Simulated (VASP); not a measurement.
Ge: single point with PBE

The system is Ge.

```
Ge
1.0
     0.00000    2.97021    2.97021
     2.97021    0.00000    2.97021
     2.97021    2.97021    0.00000
Ge
2
Direct
  0.50000 0.50000 0.50000
  0.75000 0.75000 0.75000
```

This cell differs from its parent crystal: strain +0.050 along x and y, +0.050 along z.

```json
{"Program": "VASP 6.6.1", "Task": "single point", "Functional": "PBE", "Potentials or basis": "VASP PAW PBE potentials, release 64 (Ge_d)", "Cutoff": "520 eV", "k mesh": "14 × 14 × 14", "Occupations": "gaussian, width 0.15 eV", "Spin": "no spin polarisation"}
```

| Quantity | Value |
| --- | --- |
| Pressure | -4.4 GPa |
| Band gap on the k mesh | zero (band 14 reaches 3.67 eV, above the bottom of band 15 at 3.45 eV) |

Levels at points of the mesh, in eV from the Fermi level:
```csv
k point,band 10,band 11,band 12,band 13,band 14,band 15,band 16,band 17,band 18,band 19
"(0.00, 0.00, 0.00)",-24.41,-11.66,-1.15,0.08,0.08,0.08,2.56,2.56,2.56,6.15
"(0.50, 0.00, 0.00)",-24.39,-9.91,-6.94,-1.12,-1.12,-0.14,3.72,3.72,7.08,9.52
"(0.50, 0.50, 0.00)",-24.38,-8.31,-8.31,-2.52,-2.52,0.98,0.98,8.43,8.43,10.32
```

Run time: 30 s on 1 thread of Intel(R) Xeon(R) 6975P-C (Granite Rapids), with other jobs on the host, peak memory 0.23 GiB.

Caveat: the cell differs from its parent crystal (strain +0.050 along x and y, +0.050 along z).
